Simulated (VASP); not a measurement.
# BN (P6_3/mmc) in VASP: notebook

BN is run at these levels: PBEsol; tasks: single point, relaxation of cell and atoms.

Everything below comes from runs of VASP 6.6.1. Logs are shortened: lines on timing, memory, paths and dates and some standing lists are left out, and cuts for length are marked.

## 1. The cell of the first run

The structure is hexagonal, space group P6_3/mmc (No. 194). Conventional cell: a = 2.504 Å, b = 2.504 Å, c = 7.073 Å, α = 90.00°, β = 90.00°, γ = 120.00°. Within 1.9 Å of B (site symmetry -6m2) lie 3 N at 1.45 Å. Within 1.9 Å of N (site symmetry -6m2) lie 3 B at 1.45 Å.

## 2. Single point, PBEsol

The input, INCAR:

```
ALGO = Normal
EDIFF = 1E-7
ENCUT = 520
GGA = PS
ISIF = 2
ISMEAR = 0
LASPH = T
LCHARG = T
LELF = T
LREAL = F
LVHAR = T
LWAVE = F
NBANDS = 16
NELM = 80
PREC = Accurate
SIGMA = 0.02
```

The input, KPOINTS:

```
k-points
0
Gamma
  12 12 4
```

The input, POSCAR:

```
BN
1.0
    2.5043313854      0.0000000000      0.0000000000
   -1.2521656927      2.1688145992      0.0000000000
    0.0000000000      0.0000000000      7.0727237489
B N
2 2
Direct
    0.3333333333      0.6666666667      0.2500000000
    0.6666666667      0.3333333333      0.7500000000
    0.3333333333      0.6666666667      0.7500000000
    0.6666666667      0.3333333333      0.2500000000
```

Potentials or basis: VASP PAW PBE potentials, release 64 (B, N).

Run with:

```console
$ cat potpaw_PBE.64/B/POTCAR potpaw_PBE.64/N/POTCAR > POTCAR
$ mpirun -np 1 vasp_std > vasp.out
```

OUTCAR:

```text
EDIFF = 1E-7
   ENCUT = 520
   GGA = PS
   ISIF = 2
   ISMEAR = 0
   LASPH = T
   LREAL = F
   NELM = 80
   PREC = Accurate

 ion  position               nearest neighbor table
   1  0.333  0.667  0.250-   4 1.45   4 1.45   4 1.45
   2  0.667  0.333  0.750-   3 1.45   3 1.45   3 1.45
   3  0.333  0.667  0.750-   2 1.45   2 1.45   2 1.45
   4  0.667  0.333  0.250-   1 1.45   1 1.45   1 1.45

  LATTYP: Found a hexagonal cell.
 ALAT       =     2.5043313854
 C/A-ratio  =     2.8241964263

  Lattice vectors:

 A1 = (   2.5043313854,   0.0000000000,   0.0000000000)
 A2 = (  -1.2521656927,   2.1688145992,   0.0000000000)
 A3 = (   0.0000000000,   0.0000000000,   7.0727237489)

Analysis of symmetry for initial positions (statically):
=====================================================================
 Subroutine PRICEL returns:
 Original cell was already a primitive cell.

 Routine SETGRP: Setting up the symmetry group for a
 hexagonal supercell.

 Subroutine GETGRP returns: Found 24 space group operations
 (whereof 12 operations were pure point group operations)
 out of a pool of 24 trial point group operations.

The static configuration has the point symmetry D_3d.
 The point group associated with its full space group is D_6h.

Analysis of symmetry for dynamics (positions and initial velocities):
=====================================================================
 Subroutine PRICEL returns:
 Original cell was already a primitive cell.

 Routine SETGRP: Setting up the symmetry group for a
 hexagonal supercell.

 Subroutine GETGRP returns: Found 24 space group operations
 (whereof 12 operations were pure point group operations)
 out of a pool of 24 trial point group operations.

The dynamic configuration has the point symmetry D_3d.
 The point group associated with its full space group is D_6h.

 Subroutine INISYM returns: Found 24 space group operations
 (whereof 12 operations are pure point group operations),
 and found     1 'primitive' translations

----------------------------------------------------------------------------------------

                                     Primitive cell

  volume of cell :      38.4150

[... 85 lines left out ...]
   ICHARG =      2    charge: 1-file 2-atom 10-const
   ISPIN  =      1    spin polarized calculation?
   LNONCOLLINEAR =      F non collinear calculations
   LSORBIT =      F    spin-orbit coupling
   LASPH  =      T    aspherical Exc in radial PAW
   ENCUT  =  520.0 eV  38.22 Ry    6.18 a.u.   4.66  4.66 13.15*2*pi/ulx,y,z
   NELM   =     80;   NELMIN=  2; NELMDL= -5     # of ELM steps
   EDIFF  = 0.1E-06   stopping-criterion for ELM
   LREAL  =      F    real-space projection
   EDIFFG = 0.1E-05   stopping-criterion for IOM
   NSW    =      0    number of steps for IOM
   IBRION =     -1    ionic relax: 0-MD 1-quasi-New 2-CG
   NFREE  =      0    steps in history (QN), initial steepest desc. (CG)
   ISIF   =      2    stress and relaxation
   ISYM   =      2    0-nonsym 1-usesym 2-fastsym
   POTIM  = 0.5000    time-step for ionic-motion
   TEBEG  =    0.0;   TEEND  =   0.0 temperature during run
   PSTRESS=    0.0 pullay stress
   NELECT =      16.0000    total number of electrons
   NUPDOWN=      -1.0000    fix difference up-down
   EMIN   =  10.00;   EMAX   =-10.00  energy-range for DOS
   EFERMI =   0.00;   METHOD = LEGACY
   ISMEAR =     0;   SIGMA  =   0.02  broadening in eV -4-tet -1-fermi 0-gaus
   EFERMI_NEDOS =   21; number of points for ismear=-14 and -15
   IALGO  =     38    algorithm
   IMIX   =      4    mixing-type and parameters
     AMIX     =   0.40;   BMIX     =  1.00
     AMIX_MAG =   1.60;   BMIX_MAG =  1.00
  volume/ion in A,a.u.               =       9.60        64.81
  Fermi-wavevector in a.u.,A,eV,Ry     =   1.222591  2.310362 20.337018  1.494729
  Thomas-Fermi vector in A             =   2.357732
   LORBIT       =      0    0 simple, 1 ext, 2 COOP (PROOUT), +10 PAW based schemes
   GGA     = PS    functional components
   LHFCALC =     F    Hartree Fock is set to
   AEXX    =    0.0000 exact exchange contribution
   IVDW    =     0    specifies the selected vdW correction
   LEPSILON=     F    determine dielectric tensor
   LRPA    =     F    only Hartree local field effects (RPA)
 non-spin polarized calculation
 Gauss-broadening in eV      SIGMA  =   0.02
  energy-cutoff  :      520.00
  volume of cell :       38.42
 maximum number of plane-waves:      1058
 NGX is ok and might be reduce to    20
   NGX =  9   NGY =  9   NGZ = 27

 number of electron      15.9999997 magnetization

 Free energy of the ion-electron system (eV)
  ---------------------------------------------------
  ext. energy  EPLUGINS =         0.00000000
  ---------------------------------------------------
  free energy    TOTEN  =       -36.57085502 eV

  energy without entropy =      -36.57085502  energy(sigma->0) =      -36.57085502

 E-fermi :   1.8672     XC(G=0):  -9.8744

 val. band max:        1.7012105389   @ k =   0.3333   0.3333   0.5000
 cond. band min:       5.9722872571   @ k =   0.5000   0.0000   0.0000
 fundamental gap:      4.2710767181
 Fermi energy:         1.8671875075

 k-point     1 :       0.0000    0.0000    0.0000
  band No.  band energies     occupation
      1     -16.0042      2.00000
      2     -15.8196      2.00000
      3      -4.3325      2.00000
      4      -2.7451      2.00000
      5       0.3926      2.00000
      6       0.3926      2.00000
[... 433 lines left out ...]
      3      -5.1739      2.00000
      4      -5.1427      2.00000
      5      -1.8672      2.00000
      6      -1.8433      2.00000
[... 8 lines left out ...]
     15      18.0501      0.00000
     16      20.0119      0.00000

 [... further k-points ...]
[... 5 lines left out ...]
  --------------------------------------------------------------------------------------
  -------------------------------------------------------------------------------------
  Total        0.1149987      0.1149987     -0.0451693     -0.0000000     -0.0000000      0.0000000
  in kB        4.7962576      4.7962576     -1.8838805     -0.0000000     -0.0000000      0.0000000
  external PRESSURE =       2.5695449 kB  Pullay stress =       0.0000000 kB

 VOLUME and BASIS-vectors are now :
 -----------------------------------------------------------------------------
  energy-cutoff  :      520.00
  volume of cell :       38.42
      direct lattice vectors                 reciprocal lattice vectors
     2.504331385  0.000000000  0.000000000     0.399308177  0.230540683  0.000000000
    -1.252165693  2.168814599  0.000000000     0.000000000  0.461081367  0.000000000
     0.000000000  0.000000000  7.072723749     0.000000000  0.000000000  0.141388245

 POSITION                                       TOTAL-FORCE (eV/Angst)
 -----------------------------------------------------------------------------------
     -0.00000      1.44588      1.76818        -0.000000      0.000000      0.000000
      1.25217      0.72294      5.30454         0.000000      0.000000      0.000000
     -0.00000      1.44588      5.30454         0.000000      0.000000      0.000000
      1.25217      0.72294      1.76818        -0.000000      0.000000      0.000000
 -----------------------------------------------------------------------------------
    total drift:                               -0.000000      0.000000      0.000000

  FREE ENERGIE OF THE ION-ELECTRON SYSTEM (eV)
  ---------------------------------------------------
  free  energy   TOTEN  =       -36.5708550220 eV

  energy  without entropy=      -36.5708550220  energy(sigma->0) =      -36.57085502
```

OSZICAR:

```text
N       E                     dE             d eps       ncg     rms          rms(c)
DAV:   1     0.486021388083E+02    0.48602E+02   -0.79262E+03  1832   0.920E+02
DAV:   2    -0.366915196044E+02   -0.85294E+02   -0.77250E+02  2568   0.219E+02
DAV:   3    -0.400529900981E+02   -0.33615E+01   -0.33478E+01  2376   0.431E+01
DAV:   4    -0.400767515208E+02   -0.23761E-01   -0.23755E-01  2264   0.399E+00
DAV:   5    -0.400769993527E+02   -0.24783E-03   -0.24783E-03  2352   0.388E-01    0.111E+01
DAV:   6    -0.369662388895E+02    0.31108E+01   -0.49902E+00  2336   0.168E+01    0.504E+00
DAV:   7    -0.366621665523E+02    0.30407E+00   -0.52288E-01  2400   0.520E+00    0.310E+00
DAV:   8    -0.365739472768E+02    0.88219E-01   -0.23270E-01  2336   0.318E+00    0.464E-01
DAV:   9    -0.365697872006E+02    0.41601E-02   -0.14525E-02  2104   0.952E-01    0.182E-01
DAV:  10    -0.365707193664E+02   -0.93217E-03   -0.11905E-03  2072   0.258E-01    0.312E-02
DAV:  11    -0.365708424423E+02   -0.12308E-03   -0.86759E-05  2264   0.691E-02    0.229E-02
DAV:  12    -0.365708547918E+02   -0.12349E-04   -0.27282E-05  1984   0.337E-02    0.211E-03
DAV:  13    -0.365708549372E+02   -0.14538E-06   -0.64296E-07  2496   0.622E-03    0.107E-03
DAV:  14    -0.365708550220E+02   -0.84815E-07   -0.15062E-07  1824   0.246E-03
   1 F= -.36570855E+02 E0= -.36570855E+02  d E =-.963490E-34
```

stdout:

```text
POSCAR found type information on POSCAR B N
 POSCAR found :  2 types and       4 ions
 scaLAPACK will be used
 -----------------------------------------------------------------------------
|                                                                             |
|                                                                             |
|     You enforced a specific xc type in the INCAR file but a different       |
|     I HOPE YOU KNOW WHAT YOU ARE DOING!                                     |
|                                                                             |
 -----------------------------------------------------------------------------

 LDA part: xc-table for (Slater+PW92), standard interpolation
 POSCAR, INCAR and KPOINTS ok, starting setup
 FFT: planning ... GRIDC
 FFT: planning ... GRID_SOFT
 FFT: planning ... GRID
 WAVECAR not read
 entering main loop
```

It took 16 s on 1 thread of Intel Xeon 6975P-C (Granite Rapids), shared host; peak memory 0.16 GiB.

What came out:

| Item | Value |
| --- | --- |
| Free energy | -36.5709 eV |
| Pressure | 0.3 GPa |
| Band gap on the k mesh | 4.27 eV, indirect (least direct gap 4.60 eV) |

Stress tensor (GPa, compression positive):
```
 0.48  0.00  0.00
 0.00  0.48  0.00
 0.00  0.00 -0.19
```

Levels at points of the mesh, in eV from the valence-band top:
| k point | band 5 | band 6 | band 7 | band 8 | band 9 | band 10 | band 11 | band 12 |
| --- | --- | --- | --- | --- | --- | --- | --- | --- |
| (0.00, 0.00, 0.00) | -1.31 | -1.31 | -1.29 | -1.29 | 4.73 | 9.43 | 11.52 | 11.52 |
| (0.50, 0.00, 0.00) | -4.13 | -4.09 | -1.29 | -0.57 | 4.27 | 5.34 | 9.41 | 9.92 |
| (0.00, 0.00, 0.50) | -1.30 | -1.30 | -1.30 | -1.30 | 6.79 | 6.79 | 11.56 | 11.56 |
| (0.50, 0.00, 0.50) | -4.11 | -4.11 | -0.92 | -0.92 | 4.67 | 4.67 | 9.80 | 9.80 |

Caveat: the PAW data sets were made with another functional, which shifts forces and pressure a little; this functional lacks dispersion, which binds the layers, so the pressure and a relaxed spacing across them are unreliable.

## 3. Single point, PBEsol

The input, INCAR:

```
SYSTEM = BN
ALGO = Normal
EDIFF = 1E-6
ENCUT = 520
GGA = PS
ISIF = 2
ISMEAR = 0
LASPH = .TRUE.
LCHARG = .TRUE.
LELF = .TRUE.
LREAL = .FALSE.
LVHAR = .TRUE.
LWAVE = .FALSE.
NBANDS = 16
NELM = 60
PREC = Accurate
SIGMA = 0.02
```

The input, KPOINTS:

```
k-points
0
G
  12 12 4
  0 0 0
```

POSCAR is that of step 2.

Potentials or basis: VASP PAW PBE potentials, release 64 (B, N).

Run with:

```console
$ cat potpaw_PBE.64/B/POTCAR potpaw_PBE.64/N/POTCAR > POTCAR
$ mpirun -np 1 vasp_std > vasp.out
```

It took 15 s on 1 thread of Intel Xeon 6975P-C (Granite Rapids), shared host; peak memory 0.16 GiB.

The run converged. Its results:

* Free energy: -36.5709 eV
* Pressure: 0.3 GPa
* Band gap on the k mesh: 4.27 eV, indirect (least direct gap 4.60 eV)

Stress tensor (GPa, compression positive):
```
 0.48  0.00  0.00
 0.00  0.48  0.00
 0.00  0.00 -0.17
```

Levels at points of the mesh, in eV from the valence-band top:
```
           k point  band 6  band 7  band 8  band 9  band 10  band 11
(0.00, 0.00, 0.00)   -1.31   -1.29   -1.29    4.73     9.43    11.52
(0.50, 0.00, 0.00)   -4.09   -1.29   -0.57    4.27     5.34     9.41
(0.00, 0.00, 0.50)   -1.30   -1.30   -1.30    6.79     6.79    11.56
(0.50, 0.00, 0.50)   -4.11   -0.92   -0.92    4.67     4.67     9.80
```

Caveat: the PAW data sets were made with another functional, which shifts forces and pressure a little; this functional lacks dispersion, which binds the layers, so the pressure and a relaxed spacing across them are unreliable. A k mesh can miss the band edges.

## 4. Relaxation of cell and atoms, PBEsol, target pressure 25 GPa, at which the enthalpy is minimised

This run uses another cell than the first one, of 6.89 Å³/atom, 0.717 times its volume.

The input, INCAR:

```
PREC = Accurate
ENCUT = 600
EDIFF = 1E-6
ISMEAR = 0
SIGMA = 0.02
LREAL = False
LASPH = True
NELM = 60
ALGO = Normal
ISIF = 3
LWAVE = False
LCHARG = False
GGA = PS
IBRION = 2
NSW = 70
EDIFFG = -0.008
PSTRESS = 250.0
```

The input, KPOINTS:

```
Automatic mesh
0
Gamma
  12 12 4
```

The input, POSCAR:

```
BN
1.0
    2.4188870547      0.0000000000      0.0000000000
   -1.2094435274      2.0948176383      0.0000000000
    0.0000000000      0.0000000000      5.4390700582
B N
2 2
Direct
    0.3333333333      0.6666666667      0.2500000000
    0.6666666667      0.3333333333      0.7500000000
    0.3333333333      0.6666666667      0.7500000000
    0.6666666667      0.3333333333      0.2500000000
```

Run with:

```console
$ cat potpaw_PBE.64/B/POTCAR potpaw_PBE.64/N/POTCAR > POTCAR
$ mpirun -np 1 vasp_std > vasp.out
```

Run time: 52 s. Hardware: 1 thread of Intel Xeon 6975P-C (Granite Rapids), shared host; peak memory 0.15 GiB.

The run converged. Its results:

| Item | Value |
| --- | --- |
| Free energy | -36.0672 eV |
| Relaxed volume | 6.78 Å³/atom |
| Relaxed cell | a = 2.469 Å, b = 2.469 Å, c = 5.133 Å, α = 90.00°, β = 90.00°, γ = 120.00° |
| Space group after relaxing (to 0.05 Å) | P6_3/mmc (No. 194) |
| Energy change on relaxing (the enthalpy is what falls) | -18.4 meV/atom |
| Ionic steps | 10 |
| Pressure after relaxing | 25.0 GPa |
| Band gap on the k mesh | 3.75 eV, indirect (least direct gap 4.26 eV) |

Stress tensor (GPa, compression positive):
```
24.98  0.00  0.00
 0.00 24.98  0.00
 0.00  0.00 24.89
```

Step by step:
```csv
step,energy change (eV),largest force (eV/Å),pressure (GPa),volume (Å³)
1,0.0000,0.0000,42.30,27.56
2,-0.1639,0.0000,-13.39,30.57
3,-0.2565,0.0000,20.49,28.55
4,-0.2506,0.0000,21.25,28.51
5,-0.2000,0.0000,22.40,28.04
6,-0.1040,0.0000,24.55,27.30
7,-0.0669,0.0000,25.37,27.06
8,-0.0715,0.0000,25.25,27.09
9,-0.0786,0.0000,24.16,27.14
10,-0.0735,0.0000,24.95,27.10
```

Final structure:
```
CELL_PARAMETERS angstrom
2.46925 0.00000 0.00000
-1.23463 2.13844 0.00000
0.00000 0.00000 5.13254
ATOMIC_POSITIONS crystal
B 0.33333 0.66667 0.25000
B 0.66667 0.33333 0.75000
N 0.33333 0.66667 0.75000
N 0.66667 0.33333 0.25000
```

Levels at points of the mesh, in eV from the valence-band top:
| k point | band 5 | band 6 | band 7 | band 8 | band 9 | band 10 | band 11 | band 12 |
| --- | --- | --- | --- | --- | --- | --- | --- | --- |
| (0.00, 0.00, 0.00) | -1.80 | -1.80 | -1.46 | -1.46 | 7.59 | 11.08 | 11.08 | 11.83 |
| (0.50, 0.00, 0.00) | -4.84 | -4.32 | -3.33 | -0.51 | 4.13 | 7.35 | 9.25 | 10.19 |
| (0.00, 0.00, 0.50) | -1.63 | -1.63 | -1.63 | -1.63 | 11.11 | 11.11 | 11.43 | 11.43 |
| (0.50, 0.00, 0.50) | -4.58 | -4.58 | -1.38 | -1.38 | 4.36 | 4.36 | 9.99 | 9.99 |

Caveat: the cell is relaxed towards a set pressure, so the enthalpy falls and the energy may rise; the PAW data sets were made with another functional, which shifts forces and pressure a little.

(Part 1 of 2 ends here.)
